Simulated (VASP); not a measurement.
# Os (I4/mmm) in VASP: single point with PBEsol

Aim: the single point of Os with PBEsol.

All numbers are computed with VASP 6.6.1; they aren't measurements. Logs are shortened: lines on timing, memory, paths and dates and some standing lists are left out, and cuts for length are marked.

**1. The cell of the first run**

The structure is tetragonal, space group I4/mmm (No. 139). Conventional cell: a = 2.755 Å, b = 2.755 Å, c = 8.258 Å, α = 90.00°, β = 90.00°, γ = 90.00°. Within 3.3 Å of Os (site symmetry 4mm) lie 9 Os at 2.48 to 2.75 Å.

**2. Single point, PBEsol**

Input file INCAR:

```
ALGO = Normal
EDIFF = 1E-6
ENCUT = 560
GGA = PS
GGA_COMPAT = False
ISIF = 2
ISMEAR = 0
LASPH = True
LCHARG = False
LREAL = False
LWAVE = False
NBANDS = 23
NELM = 120
PREC = Accurate
SIGMA = 0.1
```

Input file KPOINTS:

```
k-points
0
Gamma
  28 28 28
```

Input file POSCAR:

```
Os
1.0
   -1.3773737884      1.3773737884      4.1289437367
    1.3773737884     -1.3773737884      4.1289437367
    1.3773737884      1.3773737884     -4.1289437367
Os
2
Direct
    0.8500433483      0.8500433483      0.0000000000
    0.1499566517      0.1499566517      0.0000000000
```

Potentials or basis: VASP PAW PBE potentials, release 64 (Os_sv_GW).

Run with:

```
cat potpaw_PBE.64/Os_sv_GW/POTCAR > POTCAR
mpirun -np 1 vasp_std > vasp.out
```

OUTCAR:

```text
EDIFF = 1E-6
   ENCUT = 560
   GGA = PS
   ISIF = 2
   ISMEAR = 0
   LASPH = True
   LREAL = False
   NELM = 120
   PREC = Accurate

 ion  position               nearest neighbor table
   1  0.850  0.850  0.000-   2 2.48   2 2.55   2 2.55   2 2.55   2 2.55
   2  0.150  0.150  0.000-   1 2.48   1 2.55   1 2.55   1 2.55   1 2.55

  LATTYP: Found a body centered tetragonal cell.
 ALAT       =     2.7547475768
 C/A-ratio  =     2.9976929803

  Lattice vectors:

 A1 = (  -1.3773737884,   1.3773737884,   4.1289437367)
 A2 = (   1.3773737884,  -1.3773737884,   4.1289437367)
 A3 = (   1.3773737884,   1.3773737884,  -4.1289437367)

Analysis of symmetry for initial positions (statically):
=====================================================================
 Subroutine PRICEL returns:
 Original cell was already a primitive cell.

 Routine SETGRP: Setting up the symmetry group for a
 body centered tetragonal supercell.

 Subroutine GETGRP returns: Found 16 space group operations
 (whereof 16 operations were pure point group operations)
 out of a pool of 16 trial point group operations.

The static configuration has the point symmetry D_4h.

Analysis of symmetry for dynamics (positions and initial velocities):
=====================================================================
 Subroutine PRICEL returns:
 Original cell was already a primitive cell.

 Routine SETGRP: Setting up the symmetry group for a
 body centered tetragonal supercell.

 Subroutine GETGRP returns: Found 16 space group operations
 (whereof 16 operations were pure point group operations)
 out of a pool of 16 trial point group operations.

The dynamic configuration has the point symmetry D_4h.

 Subroutine INISYM returns: Found 16 space group operations
 (whereof 16 operations are pure point group operations),
 and found     1 'primitive' translations

----------------------------------------------------------------------------------------

                                     Primitive cell

  volume of cell :      31.3330

  direct lattice vectors                    reciprocal lattice vectors
    -1.377373788  1.377373788  4.128943737     0.000000000  0.363009667  0.121096346
     1.377373788 -1.377373788  4.128943737     0.363009667  0.000000000  0.121096346
     1.377373788  1.377373788 -4.128943737     0.363009667  0.363009667  0.000000000

  length of vectors
     4.565357980  4.565357980  4.565357980     0.382675245  0.382675245  0.513373194

  position of ions in fractional coordinates (direct lattice)
     0.850043348  0.850043348  0.000000000
     0.149956652  0.149956652  0.000000000

  ion indices of the primitive-cell ions
   primitive index   ion index
                 1           1
                 2           2

----------------------------------------------------------------------------------------

 KPOINTS: k-points

Automatic generation of k-mesh.
 Grid dimensions read from file:
 generate k-points for:   28   28   28

 Generating k-lattice:

  Cartesian coordinates                     Fractional coordinates (reciprocal lattice)
     0.000000000  0.012964631  0.004324870     0.035714286  0.000000000  0.000000000
     0.012964631  0.000000000  0.004324870     0.000000000  0.035714286  0.000000000
     0.012964631  0.012964631  0.000000000     0.000000000  0.000000000  0.035714286

  Length of vectors
     0.013666973  0.013666973  0.018334757

  Shift w.r.t. Gamma in fractional coordinates (k-lattice)
     0.000000000  0.000000000  0.000000000

 Subroutine IBZKPT returns following result:
 ===========================================

 Found   1639 irreducible k-points:

 Following reciprocal coordinates:
            Coordinates               Weight
  0.000000  0.000000  0.000000      1.000000
  0.035714  0.000000  0.000000      8.000000
  0.071429  0.000000  0.000000      8.000000
  0.107143  0.000000  0.000000      8.000000
  0.142857 -0.000000  0.000000      8.000000
  0.178571 -0.000000  0.000000      8.000000
[... 16 lines left out ...]
  0.285714  0.035714 -0.000000     16.000000
  0.321429  0.035714  0.000000     16.000000
 [... further k-points ...]
   k-points           NKPTS =   1639   k-points in BZ     NKDIM =   1639   number of bands    NBANDS=     23
   number of dos      NEDOS =    301   number of ions     NIONS =      2
   total plane-waves  NPLWV =  46656
   dimension x,y,z NGX =    36 NGY =   36 NGZ =   36
   dimension x,y,z NGXF=    72 NGYF=   72 NGZF=   72
   ions per type =               2
   NGX,Y,Z   is equivalent  to a cutoff of  13.11, 13.11, 13.11 a.u.
   NGXF,Y,Z  is equivalent  to a cutoff of  26.22, 26.22, 26.22 a.u.
 SYSTEM =  unknown system
   PREC   = accura    normal or accurate (medium, high low for compatibility)
   ISTART =      0    job   : 0-new  1-cont  2-samecut
   ICHARG =      2    charge: 1-file 2-atom 10-const
   ISPIN  =      1    spin polarized calculation?
   LNONCOLLINEAR =      F non collinear calculations
   LSORBIT =      F    spin-orbit coupling
   LASPH  =      T    aspherical Exc in radial PAW
   ENCUT  =  560.0 eV  41.16 Ry    6.42 a.u.   8.81  8.81  8.81*2*pi/ulx,y,z
   NELM   =    120;   NELMIN=  2; NELMDL= -5     # of ELM steps
   EDIFF  = 0.1E-05   stopping-criterion for ELM
   LREAL  =      F    real-space projection
   EDIFFG = 0.1E-04   stopping-criterion for IOM
   NSW    =      0    number of steps for IOM
   IBRION =     -1    ionic relax: 0-MD 1-quasi-New 2-CG
   NFREE  =      0    steps in history (QN), initial steepest desc. (CG)
   ISIF   =      2    stress and relaxation
   ISYM   =      2    0-nonsym 1-usesym 2-fastsym
   POTIM  = 0.5000    time-step for ionic-motion
   TEBEG  =    0.0;   TEEND  =   0.0 temperature during run
   PSTRESS=    0.0 pullay stress
   NELECT =      32.0000    total number of electrons
   NUPDOWN=      -1.0000    fix difference up-down
   EMIN   =  10.00;   EMAX   =-10.00  energy-range for DOS
   EFERMI =   0.00;   METHOD = LEGACY
   ISMEAR =     0;   SIGMA  =   0.10  broadening in eV -4-tet -1-fermi 0-gaus
   EFERMI_NEDOS =   21; number of points for ismear=-14 and -15
   IALGO  =     38    algorithm
   IMIX   =      4    mixing-type and parameters
     AMIX     =   0.40;   BMIX     =  1.00
     AMIX_MAG =   1.60;   BMIX_MAG =  1.00
  volume/ion in A,a.u.               =      15.67       105.72
  Fermi-wavevector in a.u.,A,eV,Ry     =   1.648633  3.115464 36.980505  2.717990
  Thomas-Fermi vector in A             =   2.737889
   LORBIT       =      0    0 simple, 1 ext, 2 COOP (PROOUT), +10 PAW based schemes
   GGA     = PS    functional components
   LHFCALC =     F    Hartree Fock is set to
   AEXX    =    0.0000 exact exchange contribution
   IVDW    =     0    specifies the selected vdW correction
   LEPSILON=     F    determine dielectric tensor
   LRPA    =     F    only Hartree local field effects (RPA)
 non-spin polarized calculation
 Gauss-broadening in eV      SIGMA  =   0.10
  energy-cutoff  :      560.00
  volume of cell :       31.33
 maximum number of plane-waves:       964
   NGX = 17   NGY = 17   NGZ = 17

 number of electron      32.0000000 magnetization

 Free energy of the ion-electron system (eV)
  ---------------------------------------------------
  ext. energy  EPLUGINS =         0.00000000
  ---------------------------------------------------
  free energy    TOTEN  =       -25.59145822 eV

  energy without entropy =      -25.58703832  energy(sigma->0) =      -25.58924827

 E-fermi :  11.3599     XC(G=0): -13.8682

 val. band max:       11.3559487027   @ k =  -0.2500   0.2500   0.1429
 cond. band min:      11.3605008558   @ k =  -0.1071   0.3571   0.1071
 fundamental gap:      0.0045521531
 Fermi energy:        11.3598572139

 k-point     1 :       0.0000    0.0000    0.0000
  band No.  band energies     occupation
      1     -74.9885      2.00000
      2     -74.7977      2.00000
      3     -35.0144      2.00000
      4     -34.1908      2.00000
      5     -34.1908      2.00000
      6     -33.8277      2.00000
[... 15 lines left out ...]
     22      28.1668      0.00000
     23      28.1668      0.00000

 k-point     2 :       0.0357    0.0000    0.0000
  band No.  band energies     occupation
      1     -74.9876      2.00000
      2     -74.7979      2.00000
      3     -35.0121      2.00000
      4     -34.1992      2.00000
      5     -34.1892      2.00000
      6     -33.8337      2.00000
[... 15 lines left out ...]
     22      27.9034      0.00000
     23      28.2185      0.00000

 k-point     3 :       0.0714    0.0000    0.0000
  band No.  band energies     occupation
      1     -74.9849      2.00000
      2     -74.7983      2.00000
      3     -35.0054      2.00000
      4     -34.2226      2.00000
      5     -34.1842      2.00000
      6     -33.8508      2.00000
[... 15 lines left out ...]
     22      27.1753      0.00000
     23      27.8882      0.00000

 k-point     4 :       0.1071    0.0000    0.0000
  band No.  band energies     occupation
      1     -74.9806      2.00000
      2     -74.7995      2.00000
      3     -34.9948      2.00000
      4     -34.2605      2.00000
      5     -34.1763      2.00000
      6     -33.8787      2.00000
[... 15 lines left out ...]
     22      26.1842      0.00000
     23      27.0873      0.00000

 k-point     5 :       0.1429   -0.0000    0.0000
  band No.  band energies     occupation
      1     -74.9748      2.00000
      2     -74.8012      2.00000
      3     -34.9812      2.00000
      4     -34.3085      2.00000
      5     -34.1656      2.00000
      6     -33.9145      2.00000
[... 434 lines left out ...]
 k-point    22 :       0.2500    0.0357    0.0000
  band No.  band energies     occupation
      1     -74.9476      2.00000
      2     -74.8112      2.00000
      3     -34.9229      2.00000
      4     -34.4838      2.00000
      5     -34.1309      2.00000
      6     -34.0382      2.00000
[... 15 lines left out ...]
     22      23.0122      0.00000
     23      24.7232      0.00000

 k-point    23 :       0.2857    0.0357   -0.0000
  band No.  band energies     occupation
      1     -74.9375      2.00000
      2     -74.8155      2.00000
      3     -34.9112      2.00000
      4     -34.5416      2.00000
      5     -34.1152      2.00000
      6     -34.0712      2.00000
[... 15 lines left out ...]
     22      23.6155      0.00000
     23      24.4028      0.00000

 k-point    24 :       0.3214    0.0357    0.0000
  band No.  band energies     occupation
      1     -74.9271      2.00000
      2     -74.8205      2.00000
      3     -34.9042      2.00000
      4     -34.5945      2.00000
      5     -34.1151      2.00000
      6     -34.0802      2.00000
[... 15 lines left out ...]
     22      23.7582      0.00000
     23      24.6268      0.00000

 [... further k-points ...]

------------------------ aborting loop because EDIFF is reached ----------------------------------------

  FORCE on cell =-STRESS in cart. coord.  units (eV):
  Direction    XX          YY          ZZ          XY          YZ          ZX
  --------------------------------------------------------------------------------------
  -------------------------------------------------------------------------------------
  Total       -0.2397402     -0.2397402     -0.2231361      0.0000000      0.0000000     -0.0000000
  in kB      -12.2588250    -12.2588250    -11.4097974      0.0000000      0.0000000     -0.0000000
  external PRESSURE =     -11.9758158 kB  Pullay stress =       0.0000000 kB

 VOLUME and BASIS-vectors are now :
 -----------------------------------------------------------------------------
  energy-cutoff  :      560.00
  volume of cell :       31.33
      direct lattice vectors                 reciprocal lattice vectors
    -1.377373788  1.377373788  4.128943737     0.000000000  0.363009667  0.121096346
     1.377373788 -1.377373788  4.128943737     0.363009667  0.000000000  0.121096346
     1.377373788  1.377373788 -4.128943737     0.363009667  0.363009667  0.000000000

 POSITION                                       TOTAL-FORCE (eV/Angst)
 -----------------------------------------------------------------------------------
      0.00000      0.00000      7.01956         0.000000      0.000000      0.013688
      0.00000      0.00000      1.23833        -0.000000     -0.000000     -0.013688
 -----------------------------------------------------------------------------------
    total drift:                               -0.000000     -0.000000      0.000000

  FREE ENERGIE OF THE ION-ELECTRON SYSTEM (eV)
  ---------------------------------------------------
  free  energy   TOTEN  =       -25.5914582201 eV

  energy  without entropy=      -25.5870383213  energy(sigma->0) =      -25.58924827
```

It took 13 min on 1 thread of Intel Xeon 6975P-C (Granite Rapids), shared host; peak memory 1.1 GiB.

Results:

```yaml
Free_energy: -25.5915 eV
Pressure: -1.2 GPa
Largest_force: 0.014 eV/Å
Band_gap_on_the_k_mesh: zero (bands 16 and 17 overlap by 4.45 eV)
```

Forces in eV/Å, atoms in the order of the input:
```
Os   0.000  0.000  0.014
Os   0.000  0.000 -0.014
```

Caveat: the PAW data sets were made with another functional, which shifts forces and pressure a little; spin-orbit coupling is left out, which moves the levels of the heavy elements.
